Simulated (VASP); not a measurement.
Set up this calculation in VASP 6.6.1, as the native input.

```yaml
Task: single point
Functional: PBE
Potentials_or_basis: VASP PAW PBE potentials, release 64 (Ti_sv)
Cutoff: 520 eV
k_mesh: 24 × 24 × 14
Occupations: gaussian, width 0.15 eV
Spin: no spin polarisation
Dipole_correction: no
Further_INCAR_settings: ALGO = Fast; EDIFF = 1e-06; NBANDS = 19
```

The structure of Ti lies in POSCAR:

```
Ti
1.0
    2.7651949050      0.0000000000      0.0000000000
   -1.3825974525      2.3947290341      0.0000000000
    0.0000000000      0.0000000000      5.2516969971
Ti
2
Direct
    0.3333333333      0.6666666667      0.2500000000
    0.6666666667      0.3333333333      0.7500000000
```

This cell differs from its parent crystal: ratio of the length along z to the lengths across it x 1.2, volume and fractional coordinates fixed.

These files were run (other wordings do the same):

INCAR

```
SYSTEM = Ti
ALGO     = Fast           ! electronic algorithm
EDIFF    = 1E-6           ! SCF threshold, eV
ENCUT    = 520            ! plane-wave cutoff, eV
GGA      = PE             ! functional
ISIF     = 2              ! what is computed and relaxed
ISMEAR   = 0              ! smearing method
LASPH    = .TRUE.         ! aspherical terms in the spheres
LCHARG   = .FALSE.        ! write CHGCAR
LREAL    = .FALSE.        ! projectors in reciprocal space
LWAVE    = .FALSE.        ! write WAVECAR
NBANDS   = 19             ! bands
NELM     = 100            ! most SCF steps
PREC     = Accurate       ! precision mode
SIGMA    = 0.15           ! smearing width, eV
```

KPOINTS

```
k-points
0
G
  24 24 14
  0 0 0
```

Potentials or basis: VASP PAW PBE potentials, release 64 (Ti_sv).

Run with:

```bash
$ cat potpaw_PBE.64/Ti_sv/POTCAR > POTCAR
$ mpirun -np 1 vasp_std > vasp.out
```

It gave:

| Item | Value |
| --- | --- |
| Pressure | -0.2 GPa |
| Band gap on the k mesh | zero (bands 12 and 13 overlap by 0.30 eV) |

Caveat: the stress differs along the axes, from -10 to 5 GPa.

Run time: 5.8 min on 1 thread of Intel(R) Xeon(R) 6975P-C (Granite Rapids), on a shared host, peak memory 0.37 GiB.
